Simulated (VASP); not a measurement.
# WC (P-6m2) in VASP: single point with PBEsol

Aim: the single point of WC with PBEsol.

All numbers are computed with VASP 6.6.1; they aren't measurements. Logs are shortened: lines on timing, memory, paths and dates and some standing lists are left out, and cuts for length are marked.

**1. The cell of the first run**

The structure is hexagonal, space group P-6m2 (No. 187). Conventional cell: a = 2.899 Å, b = 2.899 Å, c = 2.827 Å, α = 90.00°, β = 90.00°, γ = 120.00°. W (site symmetry -6m2) has 6 C at 2.19 Å and 8 W at 2.83 to 2.90 Å within 2.9 Å. C (site symmetry -6m2) has 6 W at 2.19 Å and 8 C at 2.83 to 2.90 Å within 2.9 Å.

**2. Single point, PBEsol**

INCAR

```
  PREC = Accurate
  ENCUT = 1300
  EDIFF = 1E-6
  ISMEAR = -1
  SIGMA = 0.08
  LREAL = F
  LASPH = T
  NELM = 120
  ALGO = Normal
  ISIF = 2
  LWAVE = F
  LCHARG = T
  GGA = PS
  LELF = T
  LVHAR = T
  NBANDS = 16
  GGA_COMPAT = F
```

KPOINTS

```
Automatic mesh
0
Gamma
  14 14 12
```

POSCAR

```
WC
1.0
    2.8987859516      0.0000000000      0.0000000000
   -1.4493929758      2.5104222742      0.0000000000
    0.0000000000      0.0000000000      2.8274216361
W C
1 1
Direct
    0.0000000000      0.0000000000      0.0000000000
    0.6666666667      0.3333333333      0.5000000000
```

Potentials or basis: VASP PAW PBE potentials, release 64 (W_sv, C_h).

On the command line:

```console
cat potpaw_PBE.64/W_sv/POTCAR potpaw_PBE.64/C_h/POTCAR > POTCAR
mpirun -np 1 vasp_std > vasp.out
```

OUTCAR:

```text
PREC = Accurate
   ENCUT = 1300
   EDIFF = 1E-6
   ISMEAR = -1
   LREAL = F
   LASPH = T
   NELM = 120
   ISIF = 2
   GGA = PS

 ion  position               nearest neighbor table
   1  0.000  0.000  0.000-   2 2.19   2 2.19   2 2.19   2 2.19   2 2.19   2 2.19
   2  0.667  0.333  0.500-   1 2.19   1 2.19   1 2.19   1 2.19   1 2.19   1 2.19

  LATTYP: Found a hexagonal cell.
 ALAT       =     2.8987859516
 C/A-ratio  =     0.9753813090

  Lattice vectors:

 A1 = (   2.8987859516,   0.0000000000,   0.0000000000)
 A2 = (  -1.4493929758,   2.5104222742,   0.0000000000)
 A3 = (   0.0000000000,   0.0000000000,   2.8274216361)

Analysis of symmetry for initial positions (statically):
=====================================================================
 Subroutine PRICEL returns:
 Original cell was already a primitive cell.

 Routine SETGRP: Setting up the symmetry group for a
 hexagonal supercell.

 Subroutine GETGRP returns: Found 12 space group operations
 (whereof 12 operations were pure point group operations)
 out of a pool of 24 trial point group operations.

The static configuration has the point symmetry D_3h.

Analysis of symmetry for dynamics (positions and initial velocities):
=====================================================================
 Subroutine PRICEL returns:
 Original cell was already a primitive cell.

 Routine SETGRP: Setting up the symmetry group for a
 hexagonal supercell.

 Subroutine GETGRP returns: Found 12 space group operations
 (whereof 12 operations were pure point group operations)
 out of a pool of 24 trial point group operations.

The dynamic configuration has the point symmetry D_3h.

 Subroutine INISYM returns: Found 12 space group operations
 (whereof 12 operations are pure point group operations),
 and found     1 'primitive' translations

----------------------------------------------------------------------------------------

                                     Primitive cell

  volume of cell :      20.5756

  direct lattice vectors                    reciprocal lattice vectors
     2.898785952  0.000000000  0.000000000     0.344972004  0.199169680  0.000000000
    -1.449392976  2.510422274  0.000000000     0.000000000  0.398339359  0.000000000
     0.000000000  0.000000000  2.827421636     0.000000000  0.000000000  0.353679121

  length of vectors
     2.898785952  2.898785952  2.827421636     0.398339359  0.398339359  0.353679121

  position of ions in fractional coordinates (direct lattice)
     0.000000000  0.000000000  0.000000000
[... 78 lines left out ...]
   EDIFF  = 0.1E-05   stopping-criterion for ELM
   LREAL  =      F    real-space projection
   EDIFFG = 0.1E-04   stopping-criterion for IOM
   NSW    =      0    number of steps for IOM
   IBRION =     -1    ionic relax: 0-MD 1-quasi-New 2-CG
   NFREE  =      0    steps in history (QN), initial steepest desc. (CG)
   ISIF   =      2    stress and relaxation
   ISYM   =      2    0-nonsym 1-usesym 2-fastsym
   POTIM  = 0.5000    time-step for ionic-motion
   TEBEG  =    0.0;   TEEND  =   0.0 temperature during run
   PSTRESS=    0.0 pullay stress
   NELECT =      18.0000    total number of electrons
   NUPDOWN=      -1.0000    fix difference up-down
   EMIN   =  10.00;   EMAX   =-10.00  energy-range for DOS
   EFERMI =   0.00;   METHOD = LEGACY
   ISMEAR =    -1;   SIGMA  =   0.08  broadening in eV -4-tet -1-fermi 0-gaus
   EFERMI_NEDOS =   21; number of points for ismear=-14 and -15
   IALGO  =     38    algorithm
   IMIX   =      4    mixing-type and parameters
     AMIX     =   0.40;   BMIX     =  1.00
     AMIX_MAG =   1.60;   BMIX_MAG =  1.00
  volume/ion in A,a.u.               =      10.29        69.43
  Fermi-wavevector in a.u.,A,eV,Ry     =   1.565721  2.958784 33.354460  2.451484
  Thomas-Fermi vector in A             =   2.668156
   LORBIT       =      0    0 simple, 1 ext, 2 COOP (PROOUT), +10 PAW based schemes
   GGA     = PS    functional components
   LHFCALC =     F    Hartree Fock is set to
   AEXX    =    0.0000 exact exchange contribution
   IVDW    =     0    specifies the selected vdW correction
   LEPSILON=     F    determine dielectric tensor
   LRPA    =     F    only Hartree local field effects (RPA)
 non-spin polarized calculation
  energy-cutoff  :     1300.00
  volume of cell :       20.58
 maximum number of plane-waves:      2248
 NGX is ok and might be reduce to    36
   NGX = 17   NGY = 17   NGZ = 17

 number of electron      18.0000000 magnetization

 Free energy of the ion-electron system (eV)
  ---------------------------------------------------
  ext. energy  EPLUGINS =         0.00000000
  ---------------------------------------------------
  free energy    TOTEN  =       -23.90994440 eV

  energy without entropy =      -23.90335766  energy(sigma->0) =      -23.90665103

 E-fermi :  11.3804     XC(G=0): -14.0143

 val. band max:       11.3794127093   @ k =   0.4286   0.0714   0.5000
 cond. band min:      11.4491230440   @ k =   0.0714   0.0714   0.3333
 fundamental gap:      0.0697103347
 Fermi energy:        11.3803628101

 k-point     1 :       0.0000    0.0000    0.0000
  band No.  band energies     occupation
      1     -62.5266      2.00000
      2     -26.5127      2.00000
      3     -26.4075      2.00000
      4     -26.4075      2.00000
      5      -3.1066      2.00000
      6       7.0104      2.00000
[... 433 lines left out ...]
      3     -26.9254      2.00000
      4     -26.3830      2.00000
      5       1.0359      2.00000
      6       4.7203      2.00000
[... 8 lines left out ...]
     15      26.7200      0.00000
     16      27.7420      0.00000

 [... further k-points ...]

------------------------ aborting loop because EDIFF is reached ----------------------------------------

  FORCE on cell =-STRESS in cart. coord.  units (eV):
  Direction    XX          YY          ZZ          XY          YZ          ZX
  --------------------------------------------------------------------------------------
  -------------------------------------------------------------------------------------
  Total        0.1369898      0.1369898      0.1729252      0.0000000      0.0000000      0.0000000
  in kB       10.6670759     10.6670759     13.4652762      0.0000000      0.0000000      0.0000000
  external PRESSURE =      11.5998094 kB  Pullay stress =       0.0000000 kB

 VOLUME and BASIS-vectors are now :
 -----------------------------------------------------------------------------
  energy-cutoff  :     1300.00
  volume of cell :       20.58
      direct lattice vectors                 reciprocal lattice vectors
     2.898785952  0.000000000  0.000000000     0.344972004  0.199169680  0.000000000
    -1.449392976  2.510422274  0.000000000     0.000000000  0.398339359  0.000000000
     0.000000000  0.000000000  2.827421636     0.000000000  0.000000000  0.353679121

 POSITION                                       TOTAL-FORCE (eV/Angst)
 -----------------------------------------------------------------------------------
      0.00000      0.00000      0.00000        -0.000000     -0.000000      0.000000
      1.44939      0.83681      1.41371         0.000000      0.000000      0.000000
 -----------------------------------------------------------------------------------
    total drift:                               -0.000000      0.000000      0.000000

  FREE ENERGIE OF THE ION-ELECTRON SYSTEM (eV)
  ---------------------------------------------------
  free  energy   TOTEN  =       -23.9099444027 eV

  energy  without entropy=      -23.9033576601  energy(sigma->0) =      -23.90665103
```

OSZICAR:

```text
N       E                     dE             d eps       ncg     rms          rms(c)
DAV:   1     0.171608722942E+03    0.17161E+03   -0.16154E+04  5376   0.243E+03
DAV:   2    -0.201837983741E+02   -0.19179E+03   -0.18477E+03  6472   0.509E+02
DAV:   3    -0.267419313585E+02   -0.65581E+01   -0.64677E+01  6016   0.765E+01
DAV:   4    -0.267965741559E+02   -0.54643E-01   -0.54628E-01  7016   0.766E+00
DAV:   5    -0.267968896558E+02   -0.31550E-03   -0.31550E-03  6040   0.610E-01    0.336E+01
DAV:   6    -0.240055995864E+02    0.27913E+01   -0.51834E+00  7600   0.248E+01    0.937E+00
DAV:   7    -0.239424111624E+02    0.63188E-01   -0.38396E-01  5576   0.512E+00    0.630E+00
DAV:   8    -0.239109699152E+02    0.31441E-01   -0.67869E-02  6304   0.226E+00    0.880E-01
DAV:   9    -0.239100819765E+02    0.88794E-03   -0.25979E-03  5888   0.433E-01    0.108E-01
DAV:  10    -0.239099446532E+02    0.13732E-03   -0.32769E-04  6736   0.221E-01    0.262E-02
DAV:  11    -0.239099452609E+02   -0.60770E-06   -0.11996E-05  6152   0.366E-02    0.738E-03
DAV:  12    -0.239099444027E+02    0.85821E-06   -0.22621E-06  5320   0.135E-02
   1 F= -.23909944E+02 E0= -.23906651E+02  d E =-.658674E-02
```

stdout:

```text
POSCAR found type information on POSCAR W C
 POSCAR found :  2 types and       2 ions
 scaLAPACK will be used
 -----------------------------------------------------------------------------
|                                                                             |
|                                                                             |
|     You enforced a specific xc type in the INCAR file but a different       |
|     I HOPE YOU KNOW WHAT YOU ARE DOING!                                     |
|                                                                             |
 -----------------------------------------------------------------------------

 LDA part: xc-table for (Slater+PW92), standard interpolation
 POSCAR, INCAR and KPOINTS ok, starting setup
 FFT: planning ... GRIDC
 FFT: planning ... GRID_SOFT
 FFT: planning ... GRID
 WAVECAR not read
 entering main loop
```

Wall time 2.2 min (1 thread of AMD EPYC 7R13 (Zen 3), shared host); peak memory 0.35 GiB.

What came out:

```
Free energy            : -23.9099 eV
Pressure               : 1.2 GPa
Band gap on the k mesh : zero (bands 9 and 10 overlap by 1.27 eV)
```

Stress tensor (GPa, compression positive):
```
1.07 0.00 0.00
0.00 1.07 0.00
0.00 0.00 1.35
```

Caveat: the PAW data sets were made with another functional, which shifts forces and pressure a little; spin-orbit coupling is left out, which moves the levels of the heavy elements.

The gap in the log of VASP goes by the Fermi energy; the results here count the filled bands.